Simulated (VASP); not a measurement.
# Sn3Te (I4/mmm) in VASP: settings compared

The runs below take Sn3Te through single point, with PBEsol, LDA, PBE.

All numbers are computed with VASP 6.6.1; they aren't measurements. Logs are shortened: lines on timing, memory, paths and dates and some standing lists are left out, and cuts for length are marked.

## (1) The cell of the first run

Symmetry: I4/mmm, No. 139, tetragonal system. The conventional cell has a = 4.632 Å, b = 4.632 Å, c = 11.106 Å, α = 90.00°, β = 90.00°, γ = 90.00°. Te (site symmetry 4/mmm) has 12 Sn at 3.28 to 3.62 Å within 4.3 Å. Sn (site symmetry 4/mmm) has 4 Te at 3.28 Å and 8 Sn at 3.62 Å within 4.3 Å. Within 4.3 Å of Sn (site symmetry -4m2) lie 8 Sn at 3.28 to 3.62 Å and 4 Te at 3.62 Å.

## (2) Single point, PBEsol (volume scaled by 1.02)

File INCAR:

```
PREC = Accurate
ENCUT = 520
EDIFF = 1E-6
ISMEAR = -1
SIGMA = 0.05
LREAL = F
LASPH = T
NELM = 100
ALGO = Fast
ISIF = 2
LWAVE = F
LCHARG = F
GGA = PS
NBANDS = 32
```

File KPOINTS:

```
Automatic mesh
0
Gamma
  8 8 8
```

File POSCAR:

```
Sn3Te
1.0
   -2.3161422189      2.3161422189      5.5530281376
    2.3161422189     -2.3161422189      5.5530281376
    2.3161422189      2.3161422189     -5.5530281376
Te Sn
1 3
Direct
    0.0000000000      0.0000000000      0.0000000000
    0.5000000000      0.5000000000      0.0000000000
    0.2500000000      0.7500000000      0.5000000000
    0.7500000000      0.2500000000      0.5000000000
```

Potentials or basis: VASP PAW PBE potentials, release 64 (Te, Sn_d).

Started as:

```console
$ cat potpaw_PBE.64/Te/POTCAR potpaw_PBE.64/Sn_d/POTCAR > POTCAR
$ mpirun -np 1 vasp_std > vasp.out
```

OUTCAR:

```text
PREC = Accurate
   ENCUT = 520
   EDIFF = 1E-6
   ISMEAR = -1
   LREAL = F
   LASPH = T
   NELM = 100
   ISIF = 2
   GGA = PS

 ion  position               nearest neighbor table
   1  0.000  0.000  0.000-   2 3.28   2 3.28   2 3.28   2 3.28   4 3.62   3 3.62   4 3.62   3 3.62
                             4 3.62   4 3.62   3 3.62   3 3.62
   2  0.500  0.500  0.000-   1 3.28   1 3.28   1 3.28   1 3.28   4 3.62   3 3.62   4 3.62   4 3.62
                             3 3.62   3 3.62   4 3.62   3 3.62
   3  0.250  0.750  0.500-   4 3.28   4 3.28   4 3.28   4 3.28   2 3.62   1 3.62   2 3.62   2 3.62
                             1 3.62   1 3.62   2 3.62   1 3.62
   4  0.750  0.250  0.500-   3 3.28   3 3.28   3 3.28   3 3.28   2 3.62   1 3.62   2 3.62   1 3.62
                             2 3.62   2 3.62   1 3.62   1 3.62

  LATTYP: Found a body centered tetragonal cell.
 ALAT       =     4.6322844378
 C/A-ratio  =     2.3975333174

  Lattice vectors:

 A1 = (  -2.3161422189,   2.3161422189,   5.5530281376)
 A2 = (   2.3161422189,  -2.3161422189,   5.5530281376)
 A3 = (   2.3161422189,   2.3161422189,  -5.5530281376)

Analysis of symmetry for initial positions (statically):
=====================================================================
 Subroutine PRICEL returns:
 Original cell was already a primitive cell.

 Routine SETGRP: Setting up the symmetry group for a
 body centered tetragonal supercell.

 Subroutine GETGRP returns: Found 16 space group operations
 (whereof 16 operations were pure point group operations)
 out of a pool of 16 trial point group operations.

The static configuration has the point symmetry D_4h.

Analysis of symmetry for dynamics (positions and initial velocities):
=====================================================================
 Subroutine PRICEL returns:
 Original cell was already a primitive cell.

 Routine SETGRP: Setting up the symmetry group for a
 body centered tetragonal supercell.

 Subroutine GETGRP returns: Found 16 space group operations
 (whereof 16 operations were pure point group operations)
 out of a pool of 16 trial point group operations.

The dynamic configuration has the point symmetry D_4h.

 Subroutine INISYM returns: Found 16 space group operations
 (whereof 16 operations are pure point group operations),
 and found     1 'primitive' translations

----------------------------------------------------------------------------------------

                                     Primitive cell

  volume of cell :     119.1572

  direct lattice vectors                    reciprocal lattice vectors
    -2.316142219  2.316142219  5.553028138     0.000000000  0.215876208  0.090040963
     2.316142219 -2.316142219  5.553028138     0.215876208  0.000000000  0.090040963
     2.316142219  2.316142219 -5.553028138     0.215876208  0.215876208  0.000000000

  length of vectors
     6.447104083  6.447104083  6.447104083     0.233901501  0.233901501  0.305295062

  position of ions in fractional coordinates (direct lattice)
     0.000000000  0.000000000  0.000000000
     0.500000000  0.500000000  0.000000000
     0.250000000  0.750000000  0.500000000
     0.750000000  0.250000000  0.500000000

  ion indices of the primitive-cell ions
   primitive index   ion index
                 1           1
                 2           2
                 3           3
                 4           4

----------------------------------------------------------------------------------------

 KPOINTS: Automatic mesh

Automatic generation of k-mesh.
 Grid dimensions read from file:
 generate k-points for:    8    8    8

 Generating k-lattice:

  Cartesian coordinates                     Fractional coordinates (reciprocal lattice)
     0.000000000  0.026984526  0.011255120     0.125000000 -0.000000000  0.000000000
     0.026984526  0.000000000  0.011255120    -0.000000000  0.125000000  0.000000000
     0.026984526  0.026984526  0.000000000     0.000000000  0.000000000  0.125000000

  Length of vectors
     0.029237688  0.029237688  0.038161883

  Shift w.r.t. Gamma in fractional coordinates (k-lattice)
     0.000000000  0.000000000  0.000000000

 Subroutine IBZKPT returns following result:
 ===========================================

 Found     59 irreducible k-points:

 Following reciprocal coordinates:
            Coordinates               Weight
  0.000000  0.000000  0.000000      1.000000
  0.125000  0.000000  0.000000      8.000000
  0.250000  0.000000  0.000000      8.000000
  0.375000  0.000000  0.000000      8.000000
  0.500000  0.000000  0.000000      4.000000
  0.125000  0.125000  0.000000      8.000000
[... 16 lines left out ...]
  0.250000  0.125000  0.125000     16.000000
  0.375000  0.125000  0.125000      8.000000
 [... further k-points ...]
   k-points           NKPTS =     59   k-points in BZ     NKDIM =     59   number of bands    NBANDS=     32
   number of dos      NEDOS =    301   number of ions     NIONS =      4
   total plane-waves  NPLWV = 110592
   dimension x,y,z NGX =    48 NGY =   48 NGZ =   48
   dimension x,y,z NGXF=    96 NGYF=   96 NGZF=   96
   ions per type =               1   3
   NGX,Y,Z   is equivalent  to a cutoff of  12.38, 12.38, 12.38 a.u.
   NGXF,Y,Z  is equivalent  to a cutoff of  24.75, 24.75, 24.75 a.u.
 SYSTEM =  unknown system
   PREC   = accura    normal or accurate (medium, high low for compatibility)
   ISTART =      0    job   : 0-new  1-cont  2-samecut
   ICHARG =      2    charge: 1-file 2-atom 10-const
   ISPIN  =      1    spin polarized calculation?
   LNONCOLLINEAR =      F non collinear calculations
   LSORBIT =      F    spin-orbit coupling
   LASPH  =      T    aspherical Exc in radial PAW
   ENCUT  =  520.0 eV  38.22 Ry    6.18 a.u.  11.99 11.99 11.99*2*pi/ulx,y,z
   NELM   =    100;   NELMIN=  2; NELMDL= -5     # of ELM steps
   EDIFF  = 0.1E-05   stopping-criterion for ELM
   LREAL  =      F    real-space projection
   EDIFFG = 0.1E-04   stopping-criterion for IOM
   NSW    =      0    number of steps for IOM
   IBRION =     -1    ionic relax: 0-MD 1-quasi-New 2-CG
   NFREE  =      0    steps in history (QN), initial steepest desc. (CG)
   ISIF   =      2    stress and relaxation
   ISYM   =      2    0-nonsym 1-usesym 2-fastsym
   POTIM  = 0.5000    time-step for ionic-motion
   TEBEG  =    0.0;   TEEND  =   0.0 temperature during run
   PSTRESS=    0.0 pullay stress
   NELECT =      48.0000    total number of electrons
   NUPDOWN=      -1.0000    fix difference up-down
   EMIN   =  10.00;   EMAX   =-10.00  energy-range for DOS
   EFERMI =   0.00;   METHOD = LEGACY
   ISMEAR =    -1;   SIGMA  =   0.05  broadening in eV -4-tet -1-fermi 0-gaus
   EFERMI_NEDOS =   21; number of points for ismear=-14 and -15
   IALGO  =     68    algorithm
   IMIX   =      4    mixing-type and parameters
     AMIX     =   0.40;   BMIX     =  1.00
     AMIX_MAG =   1.60;   BMIX_MAG =  1.00
  volume/ion in A,a.u.               =      29.79       201.03
  Fermi-wavevector in a.u.,A,eV,Ry     =   1.209062  2.284795 19.889408  1.461830
  Thomas-Fermi vector in A             =   2.344651
   LORBIT       =      0    0 simple, 1 ext, 2 COOP (PROOUT), +10 PAW based schemes
   GGA     = PS    functional components
   LHFCALC =     F    Hartree Fock is set to
   AEXX    =    0.0000 exact exchange contribution
   IVDW    =     0    specifies the selected vdW correction
   LEPSILON=     F    determine dielectric tensor
   LRPA    =     F    only Hartree local field effects (RPA)
 non-spin polarized calculation
 RMM-DIIS sequential band-by-band and
  energy-cutoff  :      520.00
  volume of cell :      119.16
 maximum number of plane-waves:      3260
   NGX = 23   NGY = 23   NGZ = 23

 number of electron      47.9999998 magnetization

 Free energy of the ion-electron system (eV)
  ---------------------------------------------------
  ext. energy  EPLUGINS =         0.00000000
  ---------------------------------------------------
  free energy    TOTEN  =       -16.09798967 eV

  energy without entropy =      -16.08025624  energy(sigma->0) =      -16.08912296

 E-fermi :   7.0906     XC(G=0): -10.0405

 val. band max:        7.0840400973   @ k =  -0.2500   0.3750   0.2500
 cond. band min:       7.0906888120   @ k =  -0.1250   0.2500   0.1250
 fundamental gap:      0.0066487147
 Fermi energy:         7.0905874953

 k-point     1 :       0.0000    0.0000    0.0000
  band No.  band energies     occupation
      1     -14.5096      2.00000
      2     -14.4925      2.00000
      3     -14.4534      2.00000
      4     -14.4496      2.00000
      5     -14.4436      2.00000
      6     -14.4436      2.00000
[... 24 lines left out ...]
     31      13.2431      0.00000
     32      13.4140      0.00000

 k-point     2 :       0.1250    0.0000    0.0000
  band No.  band energies     occupation
      1     -14.4997      2.00000
      2     -14.4883      2.00000
      3     -14.4558      2.00000
      4     -14.4528      2.00000
      5     -14.4483      2.00000
      6     -14.4478      2.00000
[... 24 lines left out ...]
     31      12.7355      0.00000
     32      13.6801      0.00000

 k-point     3 :       0.2500    0.0000    0.0000
  band No.  band energies     occupation
      1     -14.4782      2.00000
      2     -14.4729      2.00000
      3     -14.4584      2.00000
      4     -14.4583      2.00000
      5     -14.4474      2.00000
      6     -14.4468      2.00000
[... 24 lines left out ...]
     31      12.2041      0.00000
     32      12.5197      0.00000

 k-point     4 :       0.3750    0.0000    0.0000
  band No.  band energies     occupation
      1     -14.4710      2.00000
      2     -14.4634      2.00000
      3     -14.4540      2.00000
      4     -14.4508      2.00000
      5     -14.4432      2.00000
      6     -14.4345      2.00000
[... 24 lines left out ...]
     31      11.9038      0.00000
     32      13.6452      0.00000

 k-point     5 :       0.5000    0.0000    0.0000
  band No.  band energies     occupation
      1     -14.4693      2.00000
      2     -14.4645      2.00000
      3     -14.4531      2.00000
      4     -14.4439      2.00000
      5     -14.4373      2.00000
      6     -14.4361      2.00000
[... 584 lines left out ...]
     31      13.7602      0.00000
     32      13.8656      0.00000

 k-point    22 :       0.1250    0.1250    0.1250
  band No.  band energies     occupation
      1     -14.4932      2.00000
      2     -14.4667      2.00000
      3     -14.4570      2.00000
      4     -14.4527      2.00000
      5     -14.4457      2.00000
      6     -14.4434      2.00000
[... 24 lines left out ...]
     31      13.0502      0.00000
     32      13.1997      0.00000

 k-point    23 :       0.2500    0.1250    0.1250
  band No.  band energies     occupation
      1     -14.4865      2.00000
      2     -14.4682      2.00000
      3     -14.4617      2.00000
      4     -14.4532      2.00000
      5     -14.4477      2.00000
      6     -14.4459      2.00000
[... 24 lines left out ...]
     31      12.9794      0.00000
     32      13.7888      0.00000

 k-point    24 :       0.3750    0.1250    0.1250
  band No.  band energies     occupation
      1     -14.4758      2.00000
      2     -14.4722      2.00000
      3     -14.4640      2.00000
      4     -14.4561      2.00000
      5     -14.4499      2.00000
      6     -14.4478      2.00000
[... 24 lines left out ...]
     31      11.7852      0.00000
     32      14.6017      0.00000

 [... further k-points ...]
[... 5 lines left out ...]
  --------------------------------------------------------------------------------------
  -------------------------------------------------------------------------------------
  Total       -2.8441934     -2.8441934     -2.7989351      0.0000000      0.0000000      0.0000000
  in kB      -38.2427749    -38.2427749    -37.6342352      0.0000000      0.0000000      0.0000000
  external PRESSURE =     -38.0399283 kB  Pullay stress =       0.0000000 kB

 VOLUME and BASIS-vectors are now :
 -----------------------------------------------------------------------------
  energy-cutoff  :      520.00
  volume of cell :      119.16
      direct lattice vectors                 reciprocal lattice vectors
    -2.316142219  2.316142219  5.553028138     0.000000000  0.215876208  0.090040963
     2.316142219 -2.316142219  5.553028138     0.215876208  0.000000000  0.090040963
     2.316142219  2.316142219 -5.553028138     0.215876208  0.215876208  0.000000000

 POSITION                                       TOTAL-FORCE (eV/Angst)
 -----------------------------------------------------------------------------------
      0.00000      0.00000      0.00000        -0.000000      0.000000      0.000000
      0.00000      0.00000      5.55303        -0.000000      0.000000      0.000000
      2.31614     -0.00000      2.77651         0.000000     -0.000000     -0.000000
     -0.00000      2.31614      2.77651        -0.000000      0.000000      0.000000
 -----------------------------------------------------------------------------------
    total drift:                                0.000000     -0.000000      0.000000

  FREE ENERGIE OF THE ION-ELECTRON SYSTEM (eV)
  ---------------------------------------------------
  free  energy   TOTEN  =       -16.0979896740 eV

  energy  without entropy=      -16.0802562443  energy(sigma->0) =      -16.08912296
```

Wall time 5.3 min (1 thread of Intel Xeon 6975P-C, shared host); peak memory 0.44 GiB.

What came out:

- Free energy: -16.0980 eV
- Pressure: -3.8 GPa
- Band gap on the k mesh: zero (band 24 reaches 7.50 eV, above the bottom of band 25 at 6.64 eV)

Levels at points of the mesh, in eV from the Fermi level:
```
           k point  band 21  band 22  band 23  band 24  band 25  band 26  band 27  band 28
(0.00, 0.00, 0.00)    -3.00    -3.00    -1.57    -1.57    -0.31     0.43     2.61     2.61
(0.50, 0.00, 0.00)    -2.19    -1.87    -0.88    -0.61     0.67     1.00     1.05     1.19
(0.50, 0.50, 0.00)    -4.52    -3.15    -2.41    -1.52    -0.45     2.49     2.60     4.71
(0.50, 0.50, 0.50)    -3.64    -1.07    -0.15    -0.15     0.49     1.50     1.97     3.41
```

Caveat: the PAW data sets were made with another functional, which shifts forces and pressure a little; spin-orbit coupling is left out, which moves the levels of the heavy elements.

(Part 1 of 2 ends here.)
